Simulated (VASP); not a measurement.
# In3As (Amm2) in VASP: further runs

Runs on In3As. Level: PBEsol+D3(BJ). Tasks: single point.

Program: VASP 6.6.1. These are calculated values, not measurements. Logs are shortened: lines on timing, memory, paths and dates and some standing lists are left out, and cuts for length are marked.

## (1) The cell of the first run

It takes space group Amm2 (No. 38, orthorhombic). The conventional cell has a = 4.502 Å, b = 6.367 Å, c = 6.367 Å, α = 90.00°, β = 90.00°, γ = 90.00°. In (site symmetry mm2) has 4 As at 2.88 to 3.48 Å and 8 In at 3.18 Å within 3.8 Å. Within 4.0 Å of In (site symmetry m) lie 4 As at 3.04 to 3.34 Å and 8 In at 3.18 Å. As (site symmetry mm2) has 12 In at 2.88 to 3.48 Å within 3.8 Å.

## (2) Single point, PBEsol+D3(BJ)

File INCAR:

```
SYSTEM = In3As
PREC = Accurate
ENCUT = 520
EDIFF = 1E-6
ISMEAR = 0
SIGMA = 0.15
LREAL = .False.
LASPH = .True.
NELM = 100
ALGO = Fast
ISIF = 2
LWAVE = .False.
LCHARG = .False.
GGA = PS
IVDW = 12
NBANDS = 30
```

File KPOINTS:

```
regular mesh
0
Gamma
  10 10 10
  0 0 0
```

File POSCAR:

```
In3As
1.0
    4.5024438172      0.0000000000      0.0000000000
    0.0000000000      4.5024438172      0.0000000000
    0.0000000000      0.0000000000      4.5024438172
In As
3 1
Direct
    0.0000000000      0.5000000000      0.5000000000
    0.5000000000      0.0000000000      0.5000000000
    0.5000000000      0.5000000000      0.0000000000
    0.0000000000      0.0471148654      0.0471148654
```

Potentials or basis: VASP PAW PBE potentials, release 64 (In_d, As).

The run is started by

```bash
> cat potpaw_PBE.64/In_d/POTCAR potpaw_PBE.64/As/POTCAR > POTCAR
> mpirun -np 1 vasp_std > vasp.out
```

OUTCAR:

```text
SYSTEM = In3As
   PREC = Accurate
   ENCUT = 520
   EDIFF = 1E-6
   ISMEAR = 0
   LREAL = .False.
   LASPH = .True.
   NELM = 100
   ISIF = 2
   GGA = PS
   IVDW = 12
 IVDW          = 12

 ion  position               nearest neighbor table
   1  0.000  0.500  0.500-   4 2.88   3 3.18   2 3.18   3 3.18   2 3.18   2 3.18   3 3.18   3 3.18
                             2 3.18   4 3.20   4 3.20
   2  0.500  0.000  0.500-   4 3.04   4 3.04   1 3.18   3 3.18   1 3.18   3 3.18   3 3.18   1 3.18
                             3 3.18   1 3.18   4 3.34   4 3.34
   3  0.500  0.500  0.000-   4 3.04   4 3.04   1 3.18   1 3.18   2 3.18   2 3.18   2 3.18   1 3.18
                             2 3.18   1 3.18   4 3.34   4 3.34
   4  0.000  0.047  0.047-   1 2.88   2 3.04   3 3.04   2 3.04   3 3.04   1 3.20   1 3.20   2 3.34
                             3 3.34   2 3.34   3 3.34

  LATTYP: Found a simple cubic cell.
 ALAT       =     4.5024438172

  Lattice vectors:

 A1 = (   4.5024438172,   0.0000000000,   0.0000000000)
 A2 = (   0.0000000000,   4.5024438172,   0.0000000000)
 A3 = (   0.0000000000,   0.0000000000,   4.5024438172)

Analysis of symmetry for initial positions (statically):
=====================================================================
 Subroutine PRICEL returns:
 Original cell was already a primitive cell.

 Routine SETGRP: Setting up the symmetry group for a
 simple cubic supercell.

 Subroutine GETGRP returns: Found  4 space group operations
 (whereof  4 operations were pure point group operations)
 out of a pool of 48 trial point group operations.

The static configuration has the point symmetry C_2v.

Analysis of symmetry for dynamics (positions and initial velocities):
=====================================================================
 Subroutine PRICEL returns:
 Original cell was already a primitive cell.

 Routine SETGRP: Setting up the symmetry group for a
 simple cubic supercell.

 Subroutine GETGRP returns: Found  4 space group operations
 (whereof  4 operations were pure point group operations)
 out of a pool of 48 trial point group operations.

The dynamic configuration has the point symmetry C_2v.

 Subroutine INISYM returns: Found  4 space group operations
 (whereof  4 operations are pure point group operations),
 and found     1 'primitive' translations

----------------------------------------------------------------------------------------

                                     Primitive cell

  volume of cell :      91.2735

  direct lattice vectors                    reciprocal lattice vectors
     4.502443817  0.000000000  0.000000000     0.222101605  0.000000000  0.000000000
     0.000000000  4.502443817  0.000000000     0.000000000  0.222101605  0.000000000
     0.000000000  0.000000000  4.502443817     0.000000000  0.000000000  0.222101605

  length of vectors
     4.502443817  4.502443817  4.502443817     0.222101605  0.222101605  0.222101605

  position of ions in fractional coordinates (direct lattice)
     0.000000000  0.500000000  0.500000000
     0.500000000  0.000000000  0.500000000
     0.500000000  0.500000000  0.000000000
     0.000000000  0.047114865  0.047114865

  ion indices of the primitive-cell ions
   primitive index   ion index
                 1           1
                 2           2
                 3           3
                 4           4

----------------------------------------------------------------------------------------

 KPOINTS: regular mesh

Automatic generation of k-mesh.
 Grid dimensions read from file:
 generate k-points for:   10   10   10

 Generating k-lattice:

  Cartesian coordinates                     Fractional coordinates (reciprocal lattice)
     0.022210161  0.000000000  0.000000000     0.100000000  0.000000000  0.000000000
     0.000000000  0.022210161  0.000000000     0.000000000  0.100000000  0.000000000
     0.000000000  0.000000000  0.022210161     0.000000000  0.000000000  0.100000000

  Length of vectors
     0.022210161  0.022210161  0.022210161

  Shift w.r.t. Gamma in fractional coordinates (k-lattice)
     0.000000000  0.000000000  0.000000000

 Subroutine IBZKPT returns following result:
 ===========================================

 Found    186 irreducible k-points:

 Following reciprocal coordinates:
            Coordinates               Weight
  0.000000  0.000000  0.000000      1.000000
  0.100000  0.000000  0.000000      2.000000
  0.000000  0.100000  0.000000      4.000000
  0.200000  0.000000  0.000000      2.000000
  0.000000  0.200000  0.000000      4.000000
  0.300000  0.000000  0.000000      2.000000
[... 16 lines left out ...]
  0.400000  0.100000  0.000000      8.000000
  0.000000  0.400000  0.100000      4.000000
 [... further k-points ...]
   k-points           NKPTS =    186   k-points in BZ     NKDIM =    186   number of bands    NBANDS=     30
   number of dos      NEDOS =    301   number of ions     NIONS =      4
   total plane-waves  NPLWV =  46656
   dimension x,y,z NGX =    36 NGY =   36 NGZ =   36
   dimension x,y,z NGXF=    72 NGYF=   72 NGZF=   72
   ions per type =               3   1
   NGX,Y,Z   is equivalent  to a cutoff of  13.29, 13.29, 13.29 a.u.
   NGXF,Y,Z  is equivalent  to a cutoff of  26.58, 26.58, 26.58 a.u.
 SYSTEM =  In3As
   PREC   = accura    normal or accurate (medium, high low for compatibility)
   ISTART =      0    job   : 0-new  1-cont  2-samecut
   ICHARG =      2    charge: 1-file 2-atom 10-const
   ISPIN  =      1    spin polarized calculation?
   LNONCOLLINEAR =      F non collinear calculations
   LSORBIT =      F    spin-orbit coupling
   LASPH  =      T    aspherical Exc in radial PAW
   ENCUT  =  520.0 eV  38.22 Ry    6.18 a.u.   8.37  8.37  8.37*2*pi/ulx,y,z
   NELM   =    100;   NELMIN=  2; NELMDL= -5     # of ELM steps
   EDIFF  = 0.1E-05   stopping-criterion for ELM
   LREAL  =      F    real-space projection
   EDIFFG = 0.1E-04   stopping-criterion for IOM
   NSW    =      0    number of steps for IOM
   IBRION =     -1    ionic relax: 0-MD 1-quasi-New 2-CG
   NFREE  =      0    steps in history (QN), initial steepest desc. (CG)
   ISIF   =      2    stress and relaxation
   ISYM   =      2    0-nonsym 1-usesym 2-fastsym
   POTIM  = 0.5000    time-step for ionic-motion
   TEBEG  =    0.0;   TEEND  =   0.0 temperature during run
   PSTRESS=    0.0 pullay stress
   NELECT =      44.0000    total number of electrons
   NUPDOWN=      -1.0000    fix difference up-down
   EMIN   =  10.00;   EMAX   =-10.00  energy-range for DOS
   EFERMI =   0.00;   METHOD = LEGACY
   ISMEAR =     0;   SIGMA  =   0.15  broadening in eV -4-tet -1-fermi 0-gaus
   EFERMI_NEDOS =   21; number of points for ismear=-14 and -15
   IALGO  =     68    algorithm
   IMIX   =      4    mixing-type and parameters
     AMIX     =   0.40;   BMIX     =  1.00
     AMIX_MAG =   1.60;   BMIX_MAG =  1.00
  volume/ion in A,a.u.               =      22.82       153.99
  Fermi-wavevector in a.u.,A,eV,Ry     =   1.283642  2.425733 22.418837  1.647738
  Thomas-Fermi vector in A             =   2.415883
   LORBIT       =      0    0 simple, 1 ext, 2 COOP (PROOUT), +10 PAW based schemes
   GGA     = PS    functional components
   LHFCALC =     F    Hartree Fock is set to
   AEXX    =    0.0000 exact exchange contribution
   IVDW    =    12    specifies the selected vdW correction
   LEPSILON=     F    determine dielectric tensor
   LRPA    =     F    only Hartree local field effects (RPA)
 non-spin polarized calculation
 RMM-DIIS sequential band-by-band and
 Gauss-broadening in eV      SIGMA  =   0.15
  energy-cutoff  :      520.00
  volume of cell :       91.27
 maximum number of plane-waves:      2517
 NGX is ok and might be reduce to    36
   NGX = 17   NGY = 17   NGZ = 17

 number of electron      44.0000041 magnetization

 Free energy of the ion-electron system (eV)
  ---------------------------------------------------
  ext. energy  EPLUGINS =         0.00000000
  ---------------------------------------------------
  free energy    TOTEN  =       -13.72039182 eV

  energy without entropy =      -13.69780967  energy(sigma->0) =      -13.70910074

 E-fermi :   7.8117     XC(G=0): -10.8020

 val. band max:        7.8108169650   @ k =   0.2000   0.1000   0.0000
 cond. band min:       7.8137991277   @ k =  -0.3000  -0.2000   0.2000
 fundamental gap:      0.0029821627
 Fermi energy:         7.8116538809

 k-point     1 :       0.0000    0.0000    0.0000
  band No.  band energies     occupation
      1      -7.0724      2.00000
      2      -7.0326      2.00000
      3      -7.0297      2.00000
      4      -7.0285      2.00000
      5      -6.8220      2.00000
      6      -6.8190      2.00000
[... 22 lines left out ...]
     29      14.0724      0.00000
     30      15.2142      0.00000

 k-point     2 :       0.1000    0.0000    0.0000
  band No.  band energies     occupation
      1      -7.0586      2.00000
      2      -7.0253      2.00000
      3      -7.0181      2.00000
      4      -7.0152      2.00000
      5      -6.8167      2.00000
      6      -6.8111      2.00000
[... 22 lines left out ...]
     29      14.3899      0.00000
     30      15.2449      0.00000

 k-point     3 :       0.0000    0.1000    0.0000
  band No.  band energies     occupation
      1      -7.0586      2.00000
      2      -7.0283      2.00000
      3      -7.0165      2.00000
      4      -7.0140      2.00000
      5      -6.8191      2.00000
      6      -6.8088      2.00000
[... 22 lines left out ...]
     29      14.4015      0.00000
     30      15.2648      0.00000

 k-point     4 :       0.2000    0.0000    0.0000
  band No.  band energies     occupation
      1      -7.0213      2.00000
      2      -7.0144      2.00000
      3      -6.9757      2.00000
      4      -6.9726      2.00000
      5      -6.8103      2.00000
      6      -6.7802      2.00000
[... 616 lines left out ...]
     29      14.7649      0.00000
     30      15.2181      0.00000

 k-point    23 :       0.4000    0.1000    0.0000
  band No.  band energies     occupation
      1      -6.9843      2.00000
      2      -6.8936      2.00000
      3      -6.8294      2.00000
      4      -6.8187      2.00000
      5      -6.7812      2.00000
      6      -6.6874      2.00000
[... 22 lines left out ...]
     29      14.0225      0.00000
     30      14.3958      0.00000

 k-point    24 :       0.0000    0.4000    0.1000
  band No.  band energies     occupation
      1      -6.9880      2.00000
      2      -6.8986      2.00000
      3      -6.8283      2.00000
      4      -6.8206      2.00000
      5      -6.7819      2.00000
      6      -6.6857      2.00000
[... 22 lines left out ...]
     29      14.1313      0.00000
     30      14.4363      0.00000

 [... further k-points ...]

------------------------ aborting loop because EDIFF is reached ----------------------------------------

 Edisp (eV)   -1.58652

 E8    (eV) :    -1.1204

  FORCE on cell =-STRESS in cart. coord.  units (eV):
  Direction    XX          YY          ZZ          XY          YZ          ZX
  --------------------------------------------------------------------------------------
  -------------------------------------------------------------------------------------
  Total       0.32249     0.37134     0.37134    -0.00000    -0.00455     0.00000
  in kB       5.66077     6.51836     6.51836    -0.00000    -0.07978     0.00000
  external pressure =        6.23 kB  Pullay stress =        0.00 kB

 VOLUME and BASIS-vectors are now :
 -----------------------------------------------------------------------------
  energy-cutoff  :      520.00
  volume of cell :       91.27
      direct lattice vectors                 reciprocal lattice vectors
     4.502443817  0.000000000  0.000000000     0.222101605  0.000000000  0.000000000
     0.000000000  4.502443817  0.000000000     0.000000000  0.222101605  0.000000000
     0.000000000  0.000000000  4.502443817     0.000000000  0.000000000  0.222101605

 POSITION                                       TOTAL-FORCE (eV/Angst)
 -----------------------------------------------------------------------------------
      0.00000      2.25122      2.25122         0.000000      0.197124      0.197124
      2.25122      0.00000      2.25122         0.000000     -0.279872      0.139726
      2.25122      2.25122      0.00000         0.000000      0.139726     -0.279872
      0.00000      0.21213      0.21213         0.000000     -0.056977     -0.056977
 -----------------------------------------------------------------------------------
    total drift:                                0.000000      0.001155      0.001155

  FREE ENERGIE OF THE ION-ELECTRON SYSTEM (eV)
  ---------------------------------------------------
  free  energy   TOTEN  =       -15.3069164515 eV

  energy  without entropy=      -15.2843343076  energy(sigma->0) =      -15.29562538
```

It took 18 min on 1 thread of Oxide Virtual Turin-like, shared host; peak memory 0.5 GiB.

What came out:

```yaml
Free_energy: -15.3069 eV
Pressure: 0.6 GPa
Largest_force: 0.313 eV/Å
Band_gap_on_the_k_mesh: zero (bands 22 and 23 overlap by 4.57 eV)
Dispersion_energy_per_atom: -0.397 eV
```

Forces on the atoms (eV/Å):
```
In   0.000  0.197  0.197
In   0.000 -0.280  0.140
In   0.000  0.140 -0.280
As   0.000 -0.057 -0.057
```

Stress tensor (GPa, compression positive):
```
 0.57  0.00  0.00
 0.00  0.65 -0.01
 0.00 -0.01  0.65
```

Levels at points of the mesh, in eV from the Fermi level:
```tsv
k point	band 18	band 19	band 20	band 21	band 22	band 23	band 24	band 25	band 26	band 27
(0.00, 0.00, 0.00)	-3.45	-3.42	-3.39	-1.82	-1.79	2.16	2.19	2.24	4.62	4.63
(0.50, 0.00, 0.00)	-4.36	-1.97	-1.96	-0.97	-0.77	-0.24	0.43	1.20	5.11	5.18
(0.00, 0.50, 0.00)	-4.37	-2.06	-2.02	-0.96	-0.55	-0.21	0.28	1.24	5.02	5.02
(0.50, 0.50, 0.00)	-6.45	-6.22	-1.34	-0.23	0.55	0.61	1.85	2.03	2.03	2.19
(0.00, 0.50, 0.50)	-6.50	-6.08	-1.17	-0.61	0.57	0.61	1.82	1.99	2.03	2.25
(0.50, 0.50, 0.50)	-4.95	-4.66	-4.39	-4.02	-3.98	-3.92	5.20	5.20	5.33	9.50
```

Caveat: the cell differs from its parent crystal (all As atoms moved -0.300 Å, as atom 4 towards its neighbour atom 1 (In) at 3.184 Å); the PAW data sets were made with another functional, which shifts forces and pressure a little; spin-orbit coupling is left out, which moves the levels of the heavy elements.

(Part 1 of 2 ends here.)
